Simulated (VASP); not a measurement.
# BN (Cmcm) in VASP: notebook

BN is run at these levels: PBE, r2SCAN; tasks: single point.

Program: VASP 6.6.1. These are calculated values, not measurements. Logs are shortened: lines on timing, memory, paths and dates and some standing lists are left out, and cuts for length are marked.

**1. The cell of the first run**

Symmetry: Cmcm, No. 63, orthorhombic system. The conventional cell has a = 2.396 Å, b = 4.332 Å, c = 6.893 Å, α = 90.00°, β = 90.00°, γ = 90.00°. B (site symmetry m2m) has 3 N at 1.41 to 1.43 Å within 1.9 Å. Within 1.9 Å of N (site symmetry m2m) lie 3 B at 1.41 to 1.43 Å.

**2. Single point, PBE (uniaxial x strain -4.2%)**

INCAR

```
SYSTEM = BN
  ALGO = Normal
  EDIFF = 1E-7
  ENCUT = 520
  GGA = PE
  ISIF = 2
  ISMEAR = -1
  LASPH = .True.
  LCHARG = .False.
  LREAL = .False.
  LWAVE = .False.
  NBANDS = 16
  NELM = 60
  PREC = Accurate
  SIGMA = 0.02
```

KPOINTS

```
k-points
0
Gamma
  12 12 4
  0 0 0
```

POSCAR

```
BN
1.0
    2.3963030887      0.0000000000      0.0000000000
   -1.1981515443      2.1657893446      0.0000000000
    0.0000000000      0.0000000000      6.8931397728
B N
2 2
Direct
    0.3279845673      0.6559691346      0.2500000000
    0.6720154327      0.3440308654      0.7500000000
    0.6580090538      0.3160181076      0.2500000000
    0.3419909462      0.6839818924      0.7500000000
```

Potentials or basis: VASP PAW PBE potentials, release 64 (B, N).

On the command line:

```
$ cat potpaw_PBE.64/B/POTCAR potpaw_PBE.64/N/POTCAR > POTCAR
$ mpirun -np 1 vasp_std > vasp.out
```

OUTCAR:

```text
SYSTEM = BN
   EDIFF = 1E-7
   ENCUT = 520
   GGA = PE
   ISIF = 2
   ISMEAR = -1
   LASPH = .True.
   LREAL = .False.
   NELM = 60
   PREC = Accurate

 ion  position               nearest neighbor table
   1  0.328  0.656  0.250-   3 1.41   3 1.41   3 1.43
   2  0.672  0.344  0.750-   4 1.41   4 1.41   4 1.43
   3  0.658  0.316  0.250-   1 1.41   1 1.41   1 1.43
   4  0.342  0.684  0.750-   2 1.41   2 1.41   2 1.43

  LATTYP: Found a base centered orthorhombic cell.
 ALAT       =     2.3963030887
 B/A-ratio  =     1.8076088578
 C/A-ratio  =     2.8765725860

  Lattice vectors:

 A1 = (   1.1981515443,  -2.1657893446,   0.0000000000)
 A2 = (   1.1981515444,   2.1657893446,   0.0000000000)
 A3 = (   0.0000000000,   0.0000000000,   6.8931397728)

Analysis of symmetry for initial positions (statically):
=====================================================================
 Subroutine PRICEL returns:
 Original cell was already a primitive cell.

 Routine SETGRP: Setting up the symmetry group for a
 base centered orthorhombic supercell.

 Subroutine GETGRP returns: Found  8 space group operations
 (whereof  4 operations were pure point group operations)
 out of a pool of  8 trial point group operations.

The static configuration has the point symmetry C_2h.
 The point group associated with its full space group is D_2h.

Analysis of symmetry for dynamics (positions and initial velocities):
=====================================================================
 Subroutine PRICEL returns:
 Original cell was already a primitive cell.

 Routine SETGRP: Setting up the symmetry group for a
 base centered orthorhombic supercell.

 Subroutine GETGRP returns: Found  8 space group operations
 (whereof  4 operations were pure point group operations)
 out of a pool of  8 trial point group operations.

The dynamic configuration has the point symmetry C_2h.
 The point group associated with its full space group is D_2h.

 Subroutine INISYM returns: Found  8 space group operations
 (whereof  4 operations are pure point group operations),
 and found     1 'primitive' translations

----------------------------------------------------------------------------------------

                                     Primitive cell

  volume of cell :      35.7746

  direct lattice vectors                    reciprocal lattice vectors
     2.396303089  0.000000000  0.000000000     0.417309482  0.230862711  0.000000000
    -1.198151544  2.165789345  0.000000000     0.000000000  0.461725422  0.000000000
     0.000000000  0.000000000  6.893139773     0.000000000  0.000000000  0.145071772

  length of vectors
     2.396303089  2.475118302  6.893139773     0.476911727  0.461725422  0.145071772

  position of ions in fractional coordinates (direct lattice)
     0.327984567  0.655969135  0.250000000
     0.672015433  0.344030865  0.750000000
     0.658009054  0.316018108  0.250000000
     0.341990946  0.683981892  0.750000000

  ion indices of the primitive-cell ions
   primitive index   ion index
                 1           1
                 2           2
                 3           3
                 4           4

----------------------------------------------------------------------------------------

 KPOINTS: k-points

Automatic generation of k-mesh.
 Grid dimensions read from file:
 generate k-points for:   12   12    4

 Generating k-lattice:

  Cartesian coordinates                     Fractional coordinates (reciprocal lattice)
     0.034775790  0.019238559  0.000000000     0.083333333  0.000000000  0.000000000
     0.000000000  0.038477119  0.000000000     0.000000000  0.083333333  0.000000000
     0.000000000  0.000000000  0.036267943     0.000000000  0.000000000  0.250000000

  Length of vectors
     0.039742644  0.038477119  0.036267943

  Shift w.r.t. Gamma in fractional coordinates (k-lattice)
     0.000000000  0.000000000  0.000000000

 Subroutine IBZKPT returns following result:
 ===========================================

 Found    129 irreducible k-points:

 Following reciprocal coordinates:
            Coordinates               Weight
  0.000000  0.000000  0.000000      1.000000
  0.083333 -0.000000  0.000000      4.000000
  0.166667  0.000000  0.000000      4.000000
  0.250000 -0.000000  0.000000      4.000000
  0.333333  0.000000  0.000000      4.000000
  0.416667 -0.000000  0.000000      4.000000
[... 16 lines left out ...]
  0.333333  0.166667  0.000000      4.000000
  0.416667  0.166667  0.000000      4.000000
 [... further k-points ...]
   k-points           NKPTS =    129   k-points in BZ     NKDIM =    129   number of bands    NBANDS=     16
   number of dos      NEDOS =    301   number of ions     NIONS =      4
   total plane-waves  NPLWV =  17496
   dimension x,y,z NGX =    18 NGY =   18 NGZ =   54
   dimension x,y,z NGXF=    36 NGYF=   36 NGZF=  108
   ions per type =               2   2
   NGX,Y,Z   is equivalent  to a cutoff of  12.49, 12.09, 13.02 a.u.
   NGXF,Y,Z  is equivalent  to a cutoff of  24.98, 24.18, 26.05 a.u.
 SYSTEM =  BN
   PREC   = accura    normal or accurate (medium, high low for compatibility)
   ISTART =      0    job   : 0-new  1-cont  2-samecut
   ICHARG =      2    charge: 1-file 2-atom 10-const
   ISPIN  =      1    spin polarized calculation?
   LNONCOLLINEAR =      F non collinear calculations
   LSORBIT =      F    spin-orbit coupling
   LASPH  =      T    aspherical Exc in radial PAW
   ENCUT  =  520.0 eV  38.22 Ry    6.18 a.u.   4.46  4.60 12.82*2*pi/ulx,y,z
   NELM   =     60;   NELMIN=  2; NELMDL= -5     # of ELM steps
   EDIFF  = 0.1E-06   stopping-criterion for ELM
   LREAL  =      F    real-space projection
   EDIFFG = 0.1E-05   stopping-criterion for IOM
   NSW    =      0    number of steps for IOM
   IBRION =     -1    ionic relax: 0-MD 1-quasi-New 2-CG
   NFREE  =      0    steps in history (QN), initial steepest desc. (CG)
   ISIF   =      2    stress and relaxation
   ISYM   =      2    0-nonsym 1-usesym 2-fastsym
   POTIM  = 0.5000    time-step for ionic-motion
   TEBEG  =    0.0;   TEEND  =   0.0 temperature during run
   PSTRESS=    0.0 pullay stress
   NELECT =      16.0000    total number of electrons
   NUPDOWN=      -1.0000    fix difference up-down
   EMIN   =  10.00;   EMAX   =-10.00  energy-range for DOS
   EFERMI =   0.00;   METHOD = LEGACY
   ISMEAR =    -1;   SIGMA  =   0.02  broadening in eV -4-tet -1-fermi 0-gaus
   EFERMI_NEDOS =   21; number of points for ismear=-14 and -15
   IALGO  =     38    algorithm
   IMIX   =      4    mixing-type and parameters
     AMIX     =   0.40;   BMIX     =  1.00
     AMIX_MAG =   1.60;   BMIX_MAG =  1.00
  volume/ion in A,a.u.               =       8.94        60.35
  Fermi-wavevector in a.u.,A,eV,Ry     =   1.251958  2.365858 21.325761  1.567399
  Thomas-Fermi vector in A             =   2.385881
   LORBIT       =      0    0 simple, 1 ext, 2 COOP (PROOUT), +10 PAW based schemes
   GGA     = PE    functional components
   LHFCALC =     F    Hartree Fock is set to
   AEXX    =    0.0000 exact exchange contribution
   IVDW    =     0    specifies the selected vdW correction
   LEPSILON=     F    determine dielectric tensor
   LRPA    =     F    only Hartree local field effects (RPA)
 non-spin polarized calculation
  energy-cutoff  :      520.00
  volume of cell :       35.77
 maximum number of plane-waves:       985
 NGX is ok and might be reduce to    18
   NGX =  9   NGY =  9   NGZ = 25

 number of electron      16.0000001 magnetization

 Free energy of the ion-electron system (eV)
  ---------------------------------------------------
  ext. energy  EPLUGINS =         0.00000000
  ---------------------------------------------------
  free energy    TOTEN  =       -34.93250702 eV

  energy without entropy =      -34.93250702  energy(sigma->0) =      -34.93250702

 E-fermi :   2.7858     XC(G=0):  -9.9576

 val. band max:        2.2777423189   @ k =   0.4167   0.2500   0.0000
 cond. band min:       6.5399112947   @ k =   0.0000   0.5000   0.0000
 fundamental gap:      4.2621689758
 Fermi energy:         2.7858235690

 k-point     1 :       0.0000    0.0000    0.0000
  band No.  band energies     occupation
      1     -15.9036      2.00000
      2     -15.6892      2.00000
      3      -4.1322      2.00000
      4      -2.4089      2.00000
      5       0.7197      2.00000
      6       0.7447      2.00000
[... 8 lines left out ...]
     15      15.7005      0.00000
     16      16.0232      0.00000

 k-point     2 :       0.0833   -0.0000    0.0000
  band No.  band energies     occupation
      1     -15.7574      2.00000
      2     -15.5465      2.00000
      3      -3.9314      2.00000
      4      -2.2243      2.00000
      5       0.3733      2.00000
      6       0.3952      2.00000
[... 8 lines left out ...]
     15      15.5159      0.00000
     16      16.2090      0.00000

 k-point     3 :       0.1667    0.0000    0.0000
  band No.  band energies     occupation
      1     -15.3258      2.00000
      2     -15.1256      2.00000
      3      -3.3364      2.00000
      4      -1.6804      2.00000
      5      -0.8585      2.00000
      6      -0.8421      2.00000
[... 8 lines left out ...]
     15      16.7068      0.00000
     16      17.5185      0.00000

 k-point     4 :       0.2500   -0.0000    0.0000
  band No.  band energies     occupation
      1     -14.6350      2.00000
      2     -14.4535      2.00000
      3      -2.7159      2.00000
      4      -2.6828      2.00000
      5      -2.3736      2.00000
      6      -0.9266      2.00000
[... 8 lines left out ...]
     15      17.9313      0.00000
     16      19.0588      0.00000
[... 324 lines left out ...]
 k-point    22 :       0.2500    0.1667    0.0000
  band No.  band energies     occupation
      1     -13.4902      2.00000
      2     -13.3489      2.00000
      3      -4.5982      2.00000
      4      -4.5783      2.00000
      5      -2.7534      2.00000
      6      -2.7169      2.00000
[... 8 lines left out ...]
     15      18.2734      0.00000
     16      20.2940      0.00000

 k-point    23 :       0.3333    0.1667    0.0000
  band No.  band energies     occupation
      1     -12.6357      2.00000
      2     -12.5402      2.00000
      3      -5.8786      2.00000
      4      -5.8277      2.00000
      5      -3.3669      2.00000
      6      -3.3240      2.00000
[... 8 lines left out ...]
     15      18.1483      0.00000
     16      20.0925      0.00000

 k-point    24 :       0.4167    0.1667    0.0000
  band No.  band energies     occupation
      1     -12.1638      2.00000
      2     -12.1217      2.00000
      3      -6.5330      2.00000
      4      -6.4770      2.00000
      5      -3.5212      2.00000
      6      -3.4755      2.00000
[... 8 lines left out ...]
     15      17.1422      0.00000
     16      19.7484      0.00000

 [... further k-points ...]
[... 5 lines left out ...]
  --------------------------------------------------------------------------------------
  -------------------------------------------------------------------------------------
  Total       10.1009416      3.2706363      0.4038279      0.0000000      0.0000000      0.0000000
  in kB      452.3737535    146.4764429     18.0855567      0.0000000      0.0000000      0.0000000
  external PRESSURE =     205.6452510 kB  Pullay stress =       0.0000000 kB

 VOLUME and BASIS-vectors are now :
 -----------------------------------------------------------------------------
  energy-cutoff  :      520.00
  volume of cell :       35.77
      direct lattice vectors                 reciprocal lattice vectors
     2.396303089  0.000000000  0.000000000     0.417309482  0.230862711  0.000000000
    -1.198151544  2.165789345  0.000000000     0.000000000  0.461725422  0.000000000
     0.000000000  0.000000000  6.893139773     0.000000000  0.000000000  0.145071772

 POSITION                                       TOTAL-FORCE (eV/Angst)
 -----------------------------------------------------------------------------------
      0.00000      1.42069      1.72328         0.000000      0.041616      0.000000
      1.19815      0.74510      5.16985        -0.000000     -0.041616     -0.000000
      1.19815      0.68443      1.72328        -0.000000     -0.041673     -0.000000
      0.00000      1.48136      5.16985         0.000000      0.041673      0.000000
 -----------------------------------------------------------------------------------
    total drift:                                0.000000     -0.000000     -0.000000

  FREE ENERGIE OF THE ION-ELECTRON SYSTEM (eV)
  ---------------------------------------------------
  free  energy   TOTEN  =       -34.9325070198 eV

  energy  without entropy=      -34.9325070198  energy(sigma->0) =      -34.93250702
```

It took 99 s on 1 thread of Intel Xeon Platinum 8375C at 2.90GHz (Ice Lake), shared host; peak memory 0.18 GiB.

What came out:

| Item | Value |
| --- | --- |
| Free energy | -34.9325 eV |
| Pressure | 20.6 GPa |
| Largest force | 0.042 eV/Å |
| Band gap on the k mesh | 4.26 eV (least direct gap 4.83 eV) |

Forces on the atoms (eV/Å):
```
B    0.000  0.042  0.000
B    0.000 -0.042  0.000
N    0.000 -0.042  0.000
N    0.000  0.042  0.000
```

Caveat: the cell differs from its parent crystal (uniaxial x strain -4.2%); the cell stands under pressure; this functional lacks dispersion, which binds the layers, so the pressure and a relaxed spacing across them are unreliable. A k mesh can miss the band edges.

**3. Single point, r2SCAN (uniaxial x strain -4.2%)**

POSCAR is that of step 2.

INCAR.step1

```
ALGO     = Normal         # electronic algorithm
EDIFF    = 1E-4           # SCF threshold, eV
ENCUT    = 520            # plane-wave cutoff, eV
GGA      = PE             # functional
ISMEAR   = 0              # smearing method
LASPH    = T              # aspherical terms in the spheres
LCHARG   = F              # write CHGCAR
LREAL    = F              # projectors in reciprocal space
LWAVE    = T              # write WAVECAR
NBANDS   = 16             # bands
NELM     = 100            # most SCF steps
PREC     = Accurate       # precision mode
SIGMA    = 0.01           # smearing width, eV
```

INCAR.step2

```
ALGO     = Normal         # electronic algorithm
EDIFF    = 1E-6           # SCF threshold, eV
ENCUT    = 520            # plane-wave cutoff, eV
ISIF     = 2              # what is computed and relaxed
ISMEAR   = 0              # smearing method
ISTART   = 1            
LASPH    = T              # aspherical terms in the spheres
LCHARG   = T              # write CHGCAR
LELF     = T              # ELF
LMIXTAU  = T            
LREAL    = F              # projectors in reciprocal space
LVHAR    = T            
LWAVE    = F              # write WAVECAR
METAGGA  = R2SCAN         # meta-GGA
NBANDS   = 16             # bands
NELM     = 100            # most SCF steps
PREC     = Accurate       # precision mode
SIGMA    = 0.01           # smearing width, eV
```

KPOINTS

```
k-points
0
Gamma
  12 12 4
```

Potentials or basis: VASP PAW PBE potentials, release 64 (B, N).

On the command line:

```
$ cat potpaw_PBE.64/B/POTCAR potpaw_PBE.64/N/POTCAR > POTCAR
$ cp INCAR.step1 INCAR
$ mpirun -np 1 vasp_std > vasp.out
$ cp INCAR.step2 INCAR
$ mpirun -np 1 vasp_std > vasp.out
```

Run time: 4.3 min. Hardware: 1 thread of Intel Xeon Platinum 8375C at 2.90GHz (Ice Lake), shared host; peak memory 0.18 GiB.

It converged, with:

* Free energy: -38.3937 eV
* Pressure: 17.2 GPa
* Largest force: 0.004 eV/Å
* Band gap on the k mesh: 4.84 eV (least direct gap 5.55 eV)

Forces in eV/Å, atoms in the order of the input:
```
B    0.000  0.004  0.000
B    0.000 -0.004  0.000
N    0.000 -0.004  0.000
N    0.000  0.004  0.000
```

Stress tensor (GPa, compression positive):
```
41.88  0.00  0.00
 0.00  9.99  0.00
 0.00  0.00 -0.34
```

Levels at points of the mesh, in eV from the valence-band top:
```
           k point  band 4  band 5  band 6  band 7  band 8  band 9  band 10  band 11  band 12  band 13
(0.00, 0.00, 0.00)   -4.81   -1.60   -1.58   -0.96   -0.93    5.31    10.66    12.24    12.59    13.18
(0.50, 0.00, 0.00)   -9.43   -4.67   -4.63   -1.29   -0.48    5.13     6.43    10.47    10.96    13.46
(0.00, 0.50, 0.00)   -9.65   -3.82   -3.78   -1.62   -0.84    4.84     6.05    11.25    12.44    13.09
(0.00, 0.00, 0.50)   -5.79   -1.59   -1.59   -0.94   -0.94    7.64     7.64    12.49    12.49    13.21
(0.50, 0.00, 0.50)   -9.46   -4.65   -4.65   -0.88   -0.88    5.60     5.60    10.88    10.88    14.47
(0.00, 0.50, 0.50)   -9.67   -3.80   -3.80   -1.22   -1.22    5.24     5.24    12.18    12.18    14.32
```

Caveat: the cell differs from its parent crystal (uniaxial x strain -4.2%); the cell stands under pressure; the PAW data sets were made with another functional, which shifts forces and pressure a little. A k mesh can miss the band edges.
